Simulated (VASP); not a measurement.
# BN (P6_3/mmc) in VASP: settings compared

The runs below take BN through single point, relaxation of cell and atoms, with RPBE, BLYP+D3(BJ), r2SCAN0, HF.

Program: VASP 6.6.1. These are calculated values, not measurements. Logs are shortened: lines on timing, memory, paths and dates and some standing lists are left out, and cuts for length are marked.

### Step 1. The cell of the first run

It takes space group P6_3/mmc (No. 194, hexagonal). The conventional cell has a = 2.547 Å, b = 2.547 Å, c = 6.766 Å, α = 90.00°, β = 90.00°, γ = 120.00°. N (site symmetry -6m2) has 3 B at 1.47 Å within 2.0 Å. B (site symmetry -6m2) has 3 N at 1.47 Å within 2.0 Å.

### Step 2. Single point, RPBE

INCAR

```
SYSTEM = BN
ALGO = Normal
EDIFF = 1E-6
ENCUT = 520
GGA = RP
ISIF = 2
ISMEAR = -1
LASPH = .TRUE.
LCHARG = .TRUE.
LELF = .TRUE.
LREAL = .FALSE.
LVHAR = .TRUE.
LWAVE = .FALSE.
NBANDS = 16
NELM = 60
PREC = Accurate
SIGMA = 0.05
```

KPOINTS

```
k-points
0
G
  12 12 4
  0 0 0
```

POSCAR

```
BN
1.0
    2.5472375375      0.0000000000      0.0000000000
   -1.2736187687      2.2059724170      0.0000000000
    0.0000000000      0.0000000000      6.7658448057
N B
2 2
Direct
    0.6666666667      0.3333333333      0.2500000000
    0.3333333333      0.6666666667      0.7500000000
    0.6666666667      0.3333333333      0.7500000000
    0.3333333333      0.6666666667      0.2500000000
```

Potentials or basis: VASP PAW PBE potentials, release 64 (N, B).

On the command line:

```sh
cat potpaw_PBE.64/N/POTCAR potpaw_PBE.64/B/POTCAR > POTCAR
mpirun -np 1 vasp_std > vasp.out
```

OUTCAR:

```text
SYSTEM = BN
   EDIFF = 1E-6
   ENCUT = 520
   GGA = RP
   ISIF = 2
   ISMEAR = -1
   LASPH = .TRUE.
   LREAL = .FALSE.
   NELM = 60
   PREC = Accurate

 ion  position               nearest neighbor table
   1  0.667  0.333  0.250-   4 1.47   4 1.47   4 1.47
   2  0.333  0.667  0.750-   3 1.47   3 1.47   3 1.47
   3  0.667  0.333  0.750-   2 1.47   2 1.47   2 1.47
   4  0.333  0.667  0.250-   1 1.47   1 1.47   1 1.47

  LATTYP: Found a hexagonal cell.
 ALAT       =     2.5472375375
 C/A-ratio  =     2.6561499295

  Lattice vectors:

 A1 = (   2.5472375375,   0.0000000000,   0.0000000000)
 A2 = (  -1.2736187687,   2.2059724170,   0.0000000000)
 A3 = (   0.0000000000,   0.0000000000,   6.7658448057)

Analysis of symmetry for initial positions (statically):
=====================================================================
 Subroutine PRICEL returns:
 Original cell was already a primitive cell.

 Routine SETGRP: Setting up the symmetry group for a
 hexagonal supercell.

 Subroutine GETGRP returns: Found 24 space group operations
 (whereof 12 operations were pure point group operations)
 out of a pool of 24 trial point group operations.

The static configuration has the point symmetry D_3d.
 The point group associated with its full space group is D_6h.

Analysis of symmetry for dynamics (positions and initial velocities):
=====================================================================
 Subroutine PRICEL returns:
 Original cell was already a primitive cell.

 Routine SETGRP: Setting up the symmetry group for a
 hexagonal supercell.

 Subroutine GETGRP returns: Found 24 space group operations
 (whereof 12 operations were pure point group operations)
 out of a pool of 24 trial point group operations.

The dynamic configuration has the point symmetry D_3d.
 The point group associated with its full space group is D_6h.

 Subroutine INISYM returns: Found 24 space group operations
 (whereof 12 operations are pure point group operations),
 and found     1 'primitive' translations

----------------------------------------------------------------------------------------

                                     Primitive cell

  volume of cell :      38.0182

  direct lattice vectors                    reciprocal lattice vectors
     2.547237538  0.000000000  0.000000000     0.392582154  0.226657412  0.000000000
    -1.273618769  2.205972417  0.000000000     0.000000000  0.453314825  0.000000000
     0.000000000  0.000000000  6.765844806     0.000000000  0.000000000  0.147801203

[... 90 lines left out ...]
   NSW    =      0    number of steps for IOM
   IBRION =     -1    ionic relax: 0-MD 1-quasi-New 2-CG
   NFREE  =      0    steps in history (QN), initial steepest desc. (CG)
   ISIF   =      2    stress and relaxation
   ISYM   =      2    0-nonsym 1-usesym 2-fastsym
   POTIM  = 0.5000    time-step for ionic-motion
   TEBEG  =    0.0;   TEEND  =   0.0 temperature during run
   PSTRESS=    0.0 pullay stress
   NELECT =      16.0000    total number of electrons
   NUPDOWN=      -1.0000    fix difference up-down
   EMIN   =  10.00;   EMAX   =-10.00  energy-range for DOS
   EFERMI =   0.00;   METHOD = LEGACY
   ISMEAR =    -1;   SIGMA  =   0.05  broadening in eV -4-tet -1-fermi 0-gaus
   EFERMI_NEDOS =   21; number of points for ismear=-14 and -15
   IALGO  =     38    algorithm
   IMIX   =      4    mixing-type and parameters
     AMIX     =   0.40;   BMIX     =  1.00
     AMIX_MAG =   1.60;   BMIX_MAG =  1.00
  volume/ion in A,a.u.               =       9.50        64.14
  Fermi-wavevector in a.u.,A,eV,Ry     =   1.226830  2.318372 20.478282  1.505111
  Thomas-Fermi vector in A             =   2.361816
   LORBIT       =      0    0 simple, 1 ext, 2 COOP (PROOUT), +10 PAW based schemes
   GGA     = RP    functional components
   LHFCALC =     F    Hartree Fock is set to
   AEXX    =    0.0000 exact exchange contribution
   IVDW    =     0    specifies the selected vdW correction
   LEPSILON=     F    determine dielectric tensor
   LRPA    =     F    only Hartree local field effects (RPA)
 non-spin polarized calculation
  energy-cutoff  :      520.00
  volume of cell :       38.02
 maximum number of plane-waves:      1046
 NGX is ok and might be reduce to    20
   NGX =  9   NGY =  9   NGZ = 25

 number of electron      16.0000002 magnetization

 Free energy of the ion-electron system (eV)
  ---------------------------------------------------
  ext. energy  EPLUGINS =         0.00000000
  ---------------------------------------------------
  free energy    TOTEN  =       -33.69825123 eV

  energy without entropy =      -33.69825123  energy(sigma->0) =      -33.69825123

 E-fermi :   3.1610     XC(G=0):  -9.5920

 val. band max:        2.0376223101   @ k =   0.3333   0.3333   0.5000
 cond. band min:       6.3609735875   @ k =   0.5000  -0.0000   0.0000
 fundamental gap:      4.3233512775
 Fermi energy:         3.1610457529

 k-point     1 :       0.0000    0.0000    0.0000
  band No.  band energies     occupation
      1     -15.5091      2.00000
      2     -15.2591      2.00000
      3      -3.7850      2.00000
      4      -1.8756      2.00000
      5       0.6701      2.00000
      6       0.6701      2.00000
[... 433 lines left out ...]
      3      -4.7480      2.00000
      4      -4.6981      2.00000
      5      -1.4713      2.00000
      6      -1.4325      2.00000
[... 8 lines left out ...]
     15      18.4024      0.00000
     16      19.9257      0.00000

 [... further k-points ...]

------------------------ aborting loop because EDIFF is reached ----------------------------------------

  FORCE on cell =-STRESS in cart. coord.  units (eV):
  Direction    XX          YY          ZZ          XY          YZ          ZX
  --------------------------------------------------------------------------------------
  -------------------------------------------------------------------------------------
  Total       -2.1280159     -2.1280159      0.9656007     -0.0000000      0.0000000      0.0000000
  in kB      -89.6796464    -89.6796464     40.6927102     -0.0000000      0.0000000      0.0000000
  external PRESSURE =     -46.2221942 kB  Pullay stress =       0.0000000 kB

 VOLUME and BASIS-vectors are now :
 -----------------------------------------------------------------------------
  energy-cutoff  :      520.00
  volume of cell :       38.02
      direct lattice vectors                 reciprocal lattice vectors
     2.547237538  0.000000000  0.000000000     0.392582154  0.226657412  0.000000000
    -1.273618769  2.205972417  0.000000000     0.000000000  0.453314825  0.000000000
     0.000000000  0.000000000  6.765844806     0.000000000  0.000000000  0.147801203

 POSITION                                       TOTAL-FORCE (eV/Angst)
 -----------------------------------------------------------------------------------
      1.27362      0.73532      1.69146        -0.000000      0.000000      0.000000
     -0.00000      1.47065      5.07438         0.000000     -0.000000      0.000000
      1.27362      0.73532      5.07438         0.000000      0.000000      0.000000
     -0.00000      1.47065      1.69146        -0.000000     -0.000000      0.000000
 -----------------------------------------------------------------------------------
    total drift:                               -0.000000      0.000000     -0.000000

  FREE ENERGIE OF THE ION-ELECTRON SYSTEM (eV)
  ---------------------------------------------------
  free  energy   TOTEN  =       -33.6982512337 eV

  energy  without entropy=      -33.6982512336  energy(sigma->0) =      -33.69825123
```

stdout:

```text
POSCAR found type information on POSCAR N B
 POSCAR found :  2 types and       4 ions
 scaLAPACK will be used
 -----------------------------------------------------------------------------
|                                                                             |
|                                                                             |
|     You enforced a specific xc type in the INCAR file but a different       |
|     I HOPE YOU KNOW WHAT YOU ARE DOING!                                     |
|                                                                             |
 -----------------------------------------------------------------------------

 LDA part: xc-table for (Slater+PW92), standard interpolation
 POSCAR, INCAR and KPOINTS ok, starting setup
 FFT: planning ... GRIDC
 FFT: planning ... GRID_SOFT
 FFT: planning ... GRID
 WAVECAR not read
 entering main loop
```

It took 32 s on 1 thread of AMD EPYC 7R43 (Zen 3), shared host; peak memory 0.13 GiB.

What came out:

- Free energy: -33.6983 eV
- Pressure: -4.6 GPa
- Band gap on the k mesh: 4.32 eV, indirect (least direct gap 4.59 eV)

Stress tensor (GPa, compression positive):
```
-8.97  0.00  0.00
 0.00 -8.97  0.00
 0.00  0.00  4.07
```

Caveat: the PAW data sets were made with another functional, which shifts forces and pressure a little; this functional lacks dispersion, which binds the layers, so the pressure and a relaxed spacing across them are unreliable.

[end of part 1 of 2]
